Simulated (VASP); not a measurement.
Write the native input for VASP 6.6.1 that does the following.

```
Task                   : single point
Functional             : r2SCAN
Potentials or basis    : VASP PAW PBE potentials, release 64 (Zn)
Cutoff                 : 520 eV
k mesh                 : 15 × 15 × 8
Occupations            : gaussian, width 0.1 eV
Spin                   : no spin polarisation
Dipole correction      : no
Further INCAR settings : ALGO = Normal; EDIFF = 1e-06; NBANDS = 19
```

The system is Zn.

```xyz
2
Lattice="2.5956 0.0000 0.0000 -1.2978 2.2479 0.0000 0.0000 0.0000 4.9811" Properties=species:S:1:pos:R:3 pbc="T T T"
Zn    0.0000    1.4986    1.2453
Zn    1.2978    0.7493    3.7358
```

The input as run:

POSCAR

```
Zn
1.0
    2.5956283072      0.0000000000      0.0000000000
   -1.2978141536      2.2478800528      0.0000000000
    0.0000000000      0.0000000000      4.9810820616
Zn
2
Direct
    0.3333333333      0.6666666667      0.2500000000
    0.6666666667      0.3333333333      0.7500000000
```

INCAR.step1

```
SYSTEM = Zn
  ALGO = Normal
  EDIFF = 1E-4
  ENCUT = 520
  GGA = PE
  ISMEAR = 0
  LASPH = .True.
  LCHARG = .False.
  LREAL = .False.
  LWAVE = .True.
  NBANDS = 19
  NELM = 80
  PREC = Accurate
  SIGMA = 0.1
```

INCAR.step2

```
SYSTEM = Zn
  ALGO = Normal
  EDIFF = 1E-6
  ENCUT = 520
  ISIF = 2
  ISMEAR = 0
  ISTART = 1
  LASPH = .True.
  LCHARG = .False.
  LMIXTAU = .True.
  LREAL = .False.
  LWAVE = .False.
  METAGGA = R2SCAN
  NBANDS = 19
  NELM = 80
  PREC = Accurate
  SIGMA = 0.1
```

KPOINTS

```
k-points
0
Gamma
  15 15 8
  0 0 0
```

Potentials or basis: VASP PAW PBE potentials, release 64 (Zn).

The run is started by

```bash
$ cat potpaw_PBE.64/Zn/POTCAR > POTCAR
$ cp INCAR.step1 INCAR
$ mpirun -np 1 vasp_std > vasp.out
$ cp INCAR.step2 INCAR
$ mpirun -np 1 vasp_std > vasp.out
```

It gave:

| Quantity | Value |
| --- | --- |
| Pressure | 0.5 GPa |
| Band gap on the k mesh | zero (bands 12 and 13 overlap by 5.16 eV) |

Caveat: the PAW data sets were made with another functional, which shifts forces and pressure a little.

Run time: 2.4 min on 1 thread of Intel(R) Xeon(R) Platinum 8559C (Emerald Rapids), on a shared host, peak memory 0.19 GiB.
